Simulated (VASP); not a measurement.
Runs of VASP 6.6.1 on AlP. The structure is that of space group F-43m (No. 216), or close to it. The cells are those of the table. 

```tsv
task	cell	gap on the mesh (eV)	pressure (GPa)
single point	a = 3.682 Å, angles 60.0, 60.0, 90.0°, 2 atoms	1.13	15.1
single point	a = 3.815 Å, angles 60.0, 60.0, 90.0°, 2 atoms	1.37	2.1
single point	a = 3.757 Å, angles 60.0, 60.0, 90.0°, 2 atoms	1.27	7.1
single point	a = 3.727 Å, angles 60.0, 60.0, 90.0°, 2 atoms	(b)	10.1
single point	a = 3.872 Å, angles 60.0, 60.0, 90.0°, 2 atoms	1.46	(a)
single point	a = 3.842 Å, angles 60.0, 60.0, 90.0°, 2 atoms	1.41	0.1
single point	a = 3.791 Å, angles 60.0, 60.0, 90.0°, 2 atoms	1.33	4.1
```

Alike in all rows: level LDA; potentials or basis VASP PAW LDA potentials, release 64 (Al, P); no spin polarisation; k mesh 8 × 8 × 8; cutoff (eV) 500; smearing gaussian 0.01 eV.

Estimate the missing entries.

(a) -1.9; (b) 1.22.

A k mesh can miss the band edges.
